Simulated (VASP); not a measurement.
**Sb: single point with PBEsol**

Sb:

```
CELL_PARAMETERS angstrom
-1.54485 1.49525 2.48000
1.49525 -1.54485 2.48000
1.51475 1.51475 -2.51010
ATOMIC_POSITIONS crystal
Sb 0.00000 0.00000 0.00000
```

This cell differs from its parent crystal: equal xy, yz and zx shear strains of -2 %.

- Program: VASP 6.6.1
- Task: single point
- Functional: PBEsol
- Potentials or basis: VASP PAW PBE potentials, release 64 (Sb)
- Cutoff: 520 eV
- k mesh: 19 × 19 × 19
- Occupations: fermi-dirac, width 0.05 eV
- Spin: no spin polarisation
- Dipole correction: no
- Further INCAR settings: ALGO = Normal; EDIFF = 1e-07; NBANDS = 8

| Item | Value |
| --- | --- |
| Pressure | 15.4 GPa |
| Band gap on the k mesh | zero (an odd number of electrons rules out a gap without spin polarisation) |

Stress tensor (GPa, compression positive):
```
15.92 -0.45  0.15
-0.45 15.92  0.15
 0.15  0.15 14.50
```

Levels at points of the mesh, in eV from the Fermi level:
```csv
k point,band 1,band 2,band 3,band 4,band 5,band 6,band 7,band 8
"(0.00, 0.00, 0.00)",-14.57,6.29,6.73,6.88,10.05,10.48,11.06,11.30
```

Run time: 92 s on 1 thread of Intel(R) Xeon(R) 6975P-C (Granite Rapids) (shared host), peak memory 0.42 GiB.

Caveat: the cell differs from its parent crystal (equal xy, yz and zx shear strains of -2 %); the cell stands under pressure; the PAW data sets were made with another functional, which shifts forces and pressure a little; spin-orbit coupling is left out, which moves the levels of the heavy elements.
